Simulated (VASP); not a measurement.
# LiCl (Fm-3m) in VASP: single point with PBEsol

Aim: the single point of LiCl with PBEsol.

All numbers are computed with VASP 6.6.1; they aren't measurements. Logs are shortened: lines on timing, memory, paths and dates and some standing lists are left out, and cuts for length are marked.

### 1 The cell of the first run

It takes space group Fm-3m (No. 225, cubic). Conventional cell: a = 5.130 Å, b = 5.130 Å, c = 5.130 Å, α = 90.00°, β = 90.00°, γ = 90.00°. Li (site symmetry m-3m) has 6 Cl at 2.56 Å within 3.4 Å. Cl (site symmetry m-3m) has 6 Li at 2.56 Å within 3.4 Å.

### 2 Single point, PBEsol

The input, INCAR:

```
SYSTEM = LiCl
PREC = Accurate
ENCUT = 750
EDIFF = 1E-6
ISMEAR = 0
SIGMA = 0.01
LREAL = .FALSE.
LASPH = .TRUE.
NELM = 120
ALGO = Normal
ISIF = 2
LWAVE = .FALSE.
LCHARG = .FALSE.
GGA = PS
NBANDS = 12
GGA_COMPAT = .FALSE.
```

The input, KPOINTS:

```
Automatic mesh
0
G
  8 8 8
  0 0 0
```

The input, POSCAR:

```
LiCl
1.0
    0.0000000000      2.5647700000      2.5647700000
    2.5647700000      0.0000000000      2.5647700000
    2.5647700000      2.5647700000      0.0000000000
Li Cl
1 1
Direct
    0.0000000000      0.0000000000      0.0000000000
    0.5000000000      0.5000000000      0.5000000000
```

Potentials or basis: VASP PAW PBE potentials, release 64 (Li_sv, Cl).

Run with:

```bash
cat potpaw_PBE.64/Li_sv/POTCAR potpaw_PBE.64/Cl/POTCAR > POTCAR
mpirun -np 1 vasp_std > vasp.out
```

OUTCAR:

```text
SYSTEM = LiCl
   PREC = Accurate
   ENCUT = 750
   EDIFF = 1E-6
   ISMEAR = 0
   LREAL = .FALSE.
   LASPH = .TRUE.
   NELM = 120
   ISIF = 2
   GGA = PS

 ion  position               nearest neighbor table
   1  0.000  0.000  0.000-   2 2.56   2 2.56   2 2.56   2 2.56   2 2.56   2 2.56
   2  0.500  0.500  0.500-   1 2.56   1 2.56   1 2.56   1 2.56   1 2.56   1 2.56

  LATTYP: Found a face centered cubic cell.
 ALAT       =     5.1295400000

  Lattice vectors:

 A1 = (   0.0000000000,   2.5647700000,   2.5647700000)
 A2 = (   2.5647700000,   0.0000000000,   2.5647700000)
 A3 = (   2.5647700000,   2.5647700000,   0.0000000000)

Analysis of symmetry for initial positions (statically):
=====================================================================
 Subroutine PRICEL returns:
 Original cell was already a primitive cell.

 Routine SETGRP: Setting up the symmetry group for a
 face centered cubic supercell.

 Subroutine GETGRP returns: Found 48 space group operations
 (whereof 48 operations were pure point group operations)
 out of a pool of 48 trial point group operations.

The static configuration has the point symmetry O_h .

Analysis of symmetry for dynamics (positions and initial velocities):
=====================================================================
 Subroutine PRICEL returns:
 Original cell was already a primitive cell.

 Routine SETGRP: Setting up the symmetry group for a
 face centered cubic supercell.

 Subroutine GETGRP returns: Found 48 space group operations
 (whereof 48 operations were pure point group operations)
 out of a pool of 48 trial point group operations.

The dynamic configuration has the point symmetry O_h .

 Subroutine INISYM returns: Found 48 space group operations
 (whereof 48 operations are pure point group operations),
 and found     1 'primitive' translations

----------------------------------------------------------------------------------------

                                     Primitive cell

  volume of cell :      33.7423

  direct lattice vectors                    reciprocal lattice vectors
     0.000000000  2.564770000  2.564770000    -0.194949255  0.194949255  0.194949255
     2.564770000  0.000000000  2.564770000     0.194949255 -0.194949255  0.194949255
     2.564770000  2.564770000  0.000000000     0.194949255  0.194949255 -0.194949255

  length of vectors
     3.627132518  3.627132518  3.627132518     0.337662014  0.337662014  0.337662014

  position of ions in fractional coordinates (direct lattice)
     0.000000000  0.000000000  0.000000000
     0.500000000  0.500000000  0.500000000

  ion indices of the primitive-cell ions
   primitive index   ion index
                 1           1
                 2           2

----------------------------------------------------------------------------------------

 KPOINTS: Automatic mesh

Automatic generation of k-mesh.
 Grid dimensions read from file:
 generate k-points for:    8    8    8

 Generating k-lattice:

  Cartesian coordinates                     Fractional coordinates (reciprocal lattice)
    -0.024368657  0.024368657  0.024368657     0.125000000  0.000000000  0.000000000
     0.024368657 -0.024368657  0.024368657     0.000000000  0.125000000  0.000000000
     0.024368657  0.024368657 -0.024368657     0.000000000  0.000000000  0.125000000

  Length of vectors
     0.042207752  0.042207752  0.042207752

  Shift w.r.t. Gamma in fractional coordinates (k-lattice)
     0.000000000  0.000000000  0.000000000

 Subroutine IBZKPT returns following result:
 ===========================================

 Found     29 irreducible k-points:

 Following reciprocal coordinates:
            Coordinates               Weight
  0.000000  0.000000  0.000000      1.000000
  0.125000  0.000000  0.000000      8.000000
  0.250000  0.000000  0.000000      8.000000
  0.375000  0.000000  0.000000      8.000000
  0.500000  0.000000  0.000000      4.000000
  0.125000  0.125000  0.000000      6.000000
[... 16 lines left out ...]
  0.500000  0.250000  0.125000     48.000000
 -0.375000  0.250000  0.125000     24.000000
 [... further k-points ...]
   k-points           NKPTS =     29   k-points in BZ     NKDIM =     29   number of bands    NBANDS=     12
   number of dos      NEDOS =    301   number of ions     NIONS =      2
   total plane-waves  NPLWV =  32768
   dimension x,y,z NGX =    32 NGY =   32 NGZ =   32
   dimension x,y,z NGXF=    64 NGYF=   64 NGZF=   64
   ions per type =               1   1
   NGX,Y,Z   is equivalent  to a cutoff of  14.67, 14.67, 14.67 a.u.
   NGXF,Y,Z  is equivalent  to a cutoff of  29.33, 29.33, 29.33 a.u.
 SYSTEM =  LiCl
   PREC   = accura    normal or accurate (medium, high low for compatibility)
   ISTART =      0    job   : 0-new  1-cont  2-samecut
   ICHARG =      2    charge: 1-file 2-atom 10-const
   ISPIN  =      1    spin polarized calculation?
   LNONCOLLINEAR =      F non collinear calculations
   LSORBIT =      F    spin-orbit coupling
   LASPH  =      T    aspherical Exc in radial PAW
   ENCUT  =  750.0 eV  55.12 Ry    7.42 a.u.   8.10  8.10  8.10*2*pi/ulx,y,z
   NELM   =    120;   NELMIN=  2; NELMDL= -5     # of ELM steps
   EDIFF  = 0.1E-05   stopping-criterion for ELM
   LREAL  =      F    real-space projection
   EDIFFG = 0.1E-04   stopping-criterion for IOM
   NSW    =      0    number of steps for IOM
   IBRION =     -1    ionic relax: 0-MD 1-quasi-New 2-CG
   NFREE  =      0    steps in history (QN), initial steepest desc. (CG)
   ISIF   =      2    stress and relaxation
   ISYM   =      2    0-nonsym 1-usesym 2-fastsym
   POTIM  = 0.5000    time-step for ionic-motion
   TEBEG  =    0.0;   TEEND  =   0.0 temperature during run
   PSTRESS=    0.0 pullay stress
   NELECT =      10.0000    total number of electrons
   NUPDOWN=      -1.0000    fix difference up-down
   EMIN   =  10.00;   EMAX   =-10.00  energy-range for DOS
   EFERMI =   0.00;   METHOD = LEGACY
   ISMEAR =     0;   SIGMA  =   0.01  broadening in eV -4-tet -1-fermi 0-gaus
   EFERMI_NEDOS =   21; number of points for ismear=-14 and -15
   IALGO  =     38    algorithm
   IMIX   =      4    mixing-type and parameters
     AMIX     =   0.40;   BMIX     =  1.00
     AMIX_MAG =   1.60;   BMIX_MAG =  1.00
  volume/ion in A,a.u.               =      16.87       113.85
  Fermi-wavevector in a.u.,A,eV,Ry     =   1.091482  2.062601 16.209056  1.191332
  Thomas-Fermi vector in A             =   2.227728
   LORBIT       =      0    0 simple, 1 ext, 2 COOP (PROOUT), +10 PAW based schemes
   GGA     = PS    functional components
   LHFCALC =     F    Hartree Fock is set to
   AEXX    =    0.0000 exact exchange contribution
   IVDW    =     0    specifies the selected vdW correction
   LEPSILON=     F    determine dielectric tensor
   LRPA    =     F    only Hartree local field effects (RPA)
 non-spin polarized calculation
 Gauss-broadening in eV      SIGMA  =   0.01
  energy-cutoff  :      750.00
  volume of cell :       33.74
 maximum number of plane-waves:      1591
   NGX = 17   NGY = 17   NGZ = 17

 number of electron      10.0000002 magnetization

 Free energy of the ion-electron system (eV)
  ---------------------------------------------------
  ext. energy  EPLUGINS =         0.00000000
  ---------------------------------------------------
  free energy    TOTEN  =        -7.63286980 eV

  energy without entropy =       -7.63286980  energy(sigma->0) =       -7.63286980

 E-fermi :   0.7019     XC(G=0):  -8.9106

 val. band max:        0.5335275131   @ k =   0.0000   0.0000   0.0000
 cond. band min:       6.6622576515   @ k =   0.0000   0.0000   0.0000
 fundamental gap:      6.1287301384
 Fermi energy:         0.7019350761

 k-point     1 :       0.0000    0.0000    0.0000
  band No.  band energies     occupation
      1     -42.2711      2.00000
      2     -12.8599      2.00000
      3       0.5335      2.00000
      4       0.5335      2.00000
      5       0.5335      2.00000
      6       6.6623      0.00000
      7      12.3453      0.00000
      8      12.3453      0.00000
      9      12.3453      0.00000
     10      14.9508      0.00000
     11      14.9508      0.00000
     12      14.9508      0.00000

 k-point     2 :       0.1250    0.0000    0.0000
  band No.  band energies     occupation
      1     -42.2706      2.00000
      2     -12.7830      2.00000
      3      -0.0086      2.00000
      4       0.4914      2.00000
      5       0.4914      2.00000
      6       7.1337      0.00000
      7      11.5363      0.00000
      8      12.2547      0.00000
      9      12.2547      0.00000
     10      13.5431      0.00000
     11      13.5431      0.00000
     12      15.3956      0.00000

 k-point     3 :       0.2500    0.0000    0.0000
  band No.  band energies     occupation
      1     -42.2696      2.00000
      2     -12.5867      2.00000
      3      -1.0860      2.00000
      4       0.3953      2.00000
      5       0.3953      2.00000
      6       7.5647      0.00000
      7      11.1238      0.00000
      8      11.1238      0.00000
      9      11.3554      0.00000
     10      14.3909      0.00000
     11      14.3909      0.00000
     12      15.9410      0.00000
[... 286 lines left out ...]
 k-point    23 :       0.5000    0.2500    0.1250
  band No.  band energies     occupation
      1     -42.2680      2.00000
      2     -12.2416      2.00000
      3      -1.8321      2.00000
      4      -0.7055      2.00000
      5       0.0315      2.00000
      6       8.7545      0.00000
      7       9.8023      0.00000
      8      10.7578      0.00000
      9      11.7982      0.00000
     10      14.8403      0.00000
     11      17.9790      0.00000
     12      18.3381      0.00000

 k-point    24 :      -0.3750    0.2500    0.1250
  band No.  band energies     occupation
      1     -42.2676      2.00000
      2     -12.1611      2.00000
      3      -2.0666      2.00000
      4      -0.8047      2.00000
      5      -0.0584      2.00000
      6       8.5755      0.00000
      7       9.7445      0.00000
      8      10.9819      0.00000
      9      12.1400      0.00000
     10      15.9508      0.00000
     11      16.5599      0.00000
     12      18.6940      0.00000

 [... further k-points ...]

------------------------ aborting loop because EDIFF is reached ----------------------------------------

  FORCE on cell =-STRESS in cart. coord.  units (eV):
  Direction    XX          YY          ZZ          XY          YZ          ZX
  --------------------------------------------------------------------------------------
  -------------------------------------------------------------------------------------
  Total       -0.2747178     -0.2747178     -0.2747178      0.0000000      0.0000000      0.0000000
  in kB      -13.0443402    -13.0443402    -13.0443402      0.0000000      0.0000000      0.0000000
  external PRESSURE =     -13.0443402 kB  Pullay stress =       0.0000000 kB

 VOLUME and BASIS-vectors are now :
 -----------------------------------------------------------------------------
  energy-cutoff  :      750.00
  volume of cell :       33.74
      direct lattice vectors                 reciprocal lattice vectors
     0.000000000  2.564770000  2.564770000    -0.194949255  0.194949255  0.194949255
     2.564770000  0.000000000  2.564770000     0.194949255 -0.194949255  0.194949255
     2.564770000  2.564770000  0.000000000     0.194949255  0.194949255 -0.194949255

 POSITION                                       TOTAL-FORCE (eV/Angst)
 -----------------------------------------------------------------------------------
      0.00000      0.00000      0.00000        -0.000000      0.000000     -0.000000
      2.56477      2.56477      2.56477         0.000000     -0.000000      0.000000
 -----------------------------------------------------------------------------------
    total drift:                               -0.000000     -0.000000      0.000000

  FREE ENERGIE OF THE ION-ELECTRON SYSTEM (eV)
  ---------------------------------------------------
  free  energy   TOTEN  =        -7.6328697964 eV

  energy  without entropy=       -7.6328697964  energy(sigma->0) =       -7.63286980
```

Wall time 8.2 s (1 thread of Intel Xeon Platinum 8375C at 2.90GHz (Ice Lake), shared host); peak memory 0.17 GiB.

Results:

* Free energy: -7.6329 eV
* Pressure: -1.3 GPa
* Band gap on the k mesh: 6.13 eV

Caveat: the PAW data sets were made with another functional, which shifts forces and pressure a little. A k mesh can miss the band edges.
